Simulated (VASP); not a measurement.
# Y2Si3O (P-6m2) in VASP: further runs, part 4 of 4

VASP 6.6.1.

### 6 Single point, PBE, collinear spin, ferromagnetic start

This run uses another cell than the first one, of 24.93 Å³/atom.

The input, INCAR:

```
PREC = Accurate ; ENCUT = 520
EDIFF = 1E-6 ; ISMEAR = 0
SIGMA = 0.1 ; LREAL = F
LASPH = T ; NELM = 150
ALGO = Normal ; ISIF = 2
LWAVE = F ; LCHARG = T
ISPIN = 2 ; MAGMOM = 0 0 0 0 0 1
LORBIT = 11 ; LMAXMIX = 4
GGA = PE ; LELF = T
LVHAR = T ; NBANDS = 33
```

The input, KPOINTS:

```
regular mesh
0
Gamma
  6 6 2
```

The input, POSCAR:

```
Y2Si3O
1.0
    4.6997428855      0.0000000000      0.0000000000
   -2.3498714428      4.0700967301      0.0000000000
    0.0000000000      0.0000000000      7.8194989113
Y Si O
2 3 1
Direct
    0.0000000000      0.0000000000      0.0000000000
    0.6666666667      0.3333333333      0.5000000000
    0.3333333333      0.6666666667      0.5000000000
    0.6666666667      0.3333333333      0.8583395020
    0.6666666667      0.3333333333      0.1416604980
    0.0000000000      0.0000000000      0.5000000000
```

Potentials or basis: VASP PAW PBE potentials, release 64 (Y_sv, Si, O).

Run with:

```bash
$ cat potpaw_PBE.64/Y_sv/POTCAR potpaw_PBE.64/Si/POTCAR potpaw_PBE.64/O/POTCAR > POTCAR
$ mpirun -np 1 vasp_std > vasp.out
```

OUTCAR:

```text
PREC = Accurate
   ENCUT = 520
   EDIFF = 1E-6
   ISMEAR = 0
   LREAL = F
   LASPH = T
   NELM = 150
   ISIF = 2
   ISPIN = 2
   LORBIT = 11
   GGA = PE

 ion  position               nearest neighbor table
   1  0.000  0.000  0.000-   4 2.93   5 2.93   4 2.93   5 2.93   4 2.93   5 2.93
   2  0.667  0.333  0.500-   3 2.71   3 2.71   6 2.71   6 2.71   6 2.71   3 2.71   5 2.80   4 2.80

   3  0.333  0.667  0.500-   2 2.71   2 2.71   2 2.71
   4  0.667  0.333  0.858-   5 2.22   2 2.80   1 2.93   1 2.93   1 2.93
   5  0.667  0.333  0.142-   4 2.22   2 2.80   1 2.93   1 2.93   1 2.93
   6  0.000  0.000  0.500-   2 2.71   2 2.71   2 2.71

  LATTYP: Found a hexagonal cell.
 ALAT       =     4.6997428855
 C/A-ratio  =     1.6638141919

  Lattice vectors:

 A1 = (   4.6997428855,   0.0000000000,   0.0000000000)
 A2 = (  -2.3498714428,   4.0700967301,   0.0000000000)
 A3 = (   0.0000000000,   0.0000000000,   7.8194989113)

Analysis of symmetry for initial positions (statically):
=====================================================================
 Subroutine PRICEL returns:
 Original cell was already a primitive cell.

 Routine SETGRP: Setting up the symmetry group for a
 hexagonal supercell.

 Subroutine GETGRP returns: Found 12 space group operations
 (whereof 12 operations were pure point group operations)
 out of a pool of 24 trial point group operations.

The static configuration has the point symmetry D_3h.

Analysis of symmetry for dynamics (positions and initial velocities):
=====================================================================
 Subroutine PRICEL returns:
 Original cell was already a primitive cell.

 Routine SETGRP: Setting up the symmetry group for a
 hexagonal supercell.

 Subroutine GETGRP returns: Found 12 space group operations
[... 169 lines left out ...]

 spin component 1

 k-point     1 :       0.0000    0.0000    0.0000
  band No.  band energies     occupation
      1     -39.9134      1.00000
      2     -39.2178      1.00000
      3     -19.9470      1.00000
      4     -19.8699      1.00000
      5     -19.8699      1.00000
      6     -19.3001      1.00000
[... 479 lines left out ...]
     31       7.6806      0.00000
     32       7.9464      0.00000
 Fermi energy:         3.1729682408

 spin component 2

 k-point     1 :       0.0000    0.0000    0.0000
  band No.  band energies     occupation
      1     -39.9177      1.00000
      2     -39.1710      1.00000
      3     -19.9641      1.00000
      4     -19.8705      1.00000
      5     -19.8705      1.00000
      6     -19.2559      1.00000
[... 479 lines left out ...]
     31       7.7879      0.00000
     32       7.9436      0.00000
 [bands above 32 left out]

------------------------ aborting loop because EDIFF is reached ----------------------------------------

  FORCE on cell =-STRESS in cart. coord.  units (eV):
  Direction    XX          YY          ZZ          XY          YZ          ZX
  --------------------------------------------------------------------------------------
  -------------------------------------------------------------------------------------
  Total        0.0501194      0.0501194     -0.1286403     -0.0000000      0.0000000      0.0000000
  in kB        0.5368569      0.5368569     -1.3779381     -0.0000000      0.0000000      0.0000000
  external PRESSURE =      -0.1014081 kB  Pullay stress =       0.0000000 kB

 VOLUME and BASIS-vectors are now :
 -----------------------------------------------------------------------------
  energy-cutoff  :      520.00
  volume of cell :      149.57
      direct lattice vectors                 reciprocal lattice vectors
     4.699742886  0.000000000  0.000000000     0.212777597  0.122847203  0.000000000
    -2.349871443  4.070096730  0.000000000     0.000000000  0.245694406  0.000000000
     0.000000000  0.000000000  7.819498911     0.000000000  0.000000000  0.127885432

 POSITION                                       TOTAL-FORCE (eV/Angst)
 -----------------------------------------------------------------------------------
      0.00000      0.00000      0.00000         0.000000      0.000000      0.000000
      2.34987      1.35670      3.90975        -0.000000      0.000000      0.000000
     -0.00000      2.71340      3.90975         0.000000      0.000000      0.000000
      2.34987      1.35670      6.71178         0.000000     -0.000000     -0.024646
      2.34987      1.35670      1.10771         0.000000      0.000000      0.024646
      0.00000      0.00000      3.90975         0.000000      0.000000      0.000000
 -----------------------------------------------------------------------------------
    total drift:                               -0.000000      0.000000      0.000000

  FREE ENERGIE OF THE ION-ELECTRON SYSTEM (eV)
  ---------------------------------------------------
  free  energy   TOTEN  =       -33.4637109778 eV

  energy  without entropy=      -33.4342877757  energy(sigma->0) =      -33.44899938

 total charge

# of ion       s       p       d       f       tot
--------------------------------------------------
    1        2.192   6.244   0.928   0.027   9.392
    2        2.216   6.365   1.037   0.048   9.666
    3        0.927   0.667   0.000   0.000   1.595
    4        0.812   0.900   0.000   0.000   1.711
    5        0.812   0.900   0.000   0.000   1.711
    6        1.598   3.178   0.000   0.000   4.776
--------------------------------------------------
tot          8.556  18.255   1.965   0.075  28.851

 magnetization (x)

# of ion       s       p       d       f       tot
--------------------------------------------------
    1        0.002   0.003  -0.011   0.000  -0.006
    2        0.007   0.034   0.082   0.003   0.126
    3        0.002   0.119   0.000   0.000   0.122
    4        0.001  -0.003   0.000   0.000  -0.002
    5        0.001  -0.003   0.000   0.000  -0.002
    6        0.003   0.025   0.000   0.000   0.028
--------------------------------------------------
tot          0.015   0.176   0.071   0.003   0.266
```

OSZICAR:

```text
N       E                     dE             d eps       ncg     rms          rms(c)
DAV:   1     0.176485180108E+03    0.17649E+03   -0.17707E+04  1848   0.108E+03
DAV:   2    -0.203241161954E+02   -0.19681E+03   -0.18836E+03  2204   0.246E+02
DAV:   3    -0.363054824444E+02   -0.15981E+02   -0.15689E+02  2927   0.511E+01
DAV:   4    -0.373446748339E+02   -0.10392E+01   -0.10331E+01  2936   0.111E+01
DAV:   5    -0.373598373092E+02   -0.15162E-01   -0.15159E-01  2629   0.140E+00    0.374E+01
DAV:   6    -0.350633561416E+02    0.22965E+01   -0.17676E+01  2134   0.198E+01    0.291E+01
DAV:   7    -0.347468435433E+02    0.31651E+00   -0.38085E+01  2510   0.138E+01    0.219E+01
DAV:   8    -0.338277535077E+02    0.91909E+00   -0.89501E+00  2357   0.790E+00    0.102E+01
DAV:   9    -0.334972833753E+02    0.33047E+00   -0.33535E+00  2387   0.417E+00    0.330E+00
DAV:  10    -0.334626947254E+02    0.34589E-01   -0.30311E-01  2219   0.192E+00    0.110E+00
DAV:  11    -0.334639123769E+02   -0.12177E-02   -0.23833E-02  2394   0.629E-01    0.591E-01
DAV:  12    -0.334636073421E+02    0.30503E-03   -0.34385E-03  2499   0.225E-01    0.264E-01
DAV:  13    -0.334636665357E+02   -0.59194E-04   -0.80460E-04  2582   0.122E-01    0.130E-01
DAV:  14    -0.334636976769E+02   -0.31141E-04   -0.12878E-04  2489   0.515E-02    0.495E-02
DAV:  15    -0.334637063258E+02   -0.86489E-05   -0.34833E-05  2735   0.210E-02    0.361E-02
DAV:  16    -0.334637093454E+02   -0.30196E-05   -0.99223E-06  2116   0.121E-02    0.131E-02
DAV:  17    -0.334637104211E+02   -0.10757E-05   -0.27660E-06  1956   0.625E-03    0.527E-03
DAV:  18    -0.334637109778E+02   -0.55672E-06   -0.14113E-06  1272   0.391E-03
   1 F= -.33463711E+02 E0= -.33448999E+02  d E =-.294232E-01  mag=     0.4566
```

stdout:

```text
POSCAR found type information on POSCAR Y SiO
 POSCAR found :  3 types and       6 ions
 scaLAPACK will be used
 LDA part: xc-table for (Slater+PW92), standard interpolation
 POSCAR, INCAR and KPOINTS ok, starting setup
 FFT: planning ... GRIDC
 FFT: planning ... GRID_SOFT
 FFT: planning ... GRID
 WAVECAR not read
 entering main loop
```

Run time: 1.9 min. Hardware: 1 thread of AMD EPYC 9R45 (Zen 5), shared host; peak memory 0.35 GiB.

Results:

| Property | Result |
| --- | --- |
| Free energy | -33.4637 eV |
| Pressure | 0.0 GPa |
| Largest force | 0.025 eV/Å |
| Net moment | 0.46 μB per cell |
| Site moments | Y -0.01, +0.13; Si +0.12, -0.00 (each value once); O +0.03 μB |
| Valence electrons inside the program's atomic spheres | Y 9.39, 9.67; Si 1.59, 1.71 (each value once); O 4.78 |

Forces on the atoms (eV/Å):
```
Y    0.000  0.000  0.000
Y    0.000  0.000  0.000
Si   0.000  0.000  0.000
Si   0.000  0.000 -0.025
Si   0.000  0.000  0.025
O    0.000  0.000  0.000
```

Caveat: the k points lie up to 0.40 Å⁻¹ apart.

### 7 Summary

```csv
task,spin,cell,k mesh,cutoff (eV),gap on the mesh (eV),pressure (GPa),moment (μB),largest force (eV/Å)
relaxation of cell and atoms,off,"relaxed from a = 4.093, b = 4.093, c = 8.317 Å, angles 90.0, 90.0, 120.0°, 6 atoms, atomic positions A",6 × 6 × 2,600,none,0.0,-,0.01
single point,"collinear, ferromagnetic start","a = 4.093, b = 4.093, c = 8.317 Å, angles 90.0, 90.0, 120.0°, 6 atoms, atomic positions A",6 × 6 × 2,520,none,38.7,0.00,20.32
single point,off,"a = 4.709, b = 4.709, c = 7.757 Å, angles 90.0, 90.0, 120.0°, 6 atoms, atomic positions B",12 × 12 × 6,520,none,-0.1,-,-
single point,"collinear, ferromagnetic start","a = 4.700, b = 4.700, c = 7.819 Å, angles 90.0, 90.0, 120.0°, 6 atoms, atomic positions B",6 × 6 × 2,520,none,0.0,0.46,0.02
```

Alike in all rows: level PBE; potentials or basis VASP PAW PBE potentials, release 64 (Y_sv, Si, O); smearing gaussian 0.1 eV.

Caveats: some runs use coarse meshes; the volume moved by over 15 % at a fixed basis, so the end points are rough (at least some runs); forces of over 1 eV/Å act on the atoms, so gaps and moduli don't describe the material at rest (at least some runs).

Absolute energies hang on the potentials; compare differences alone.
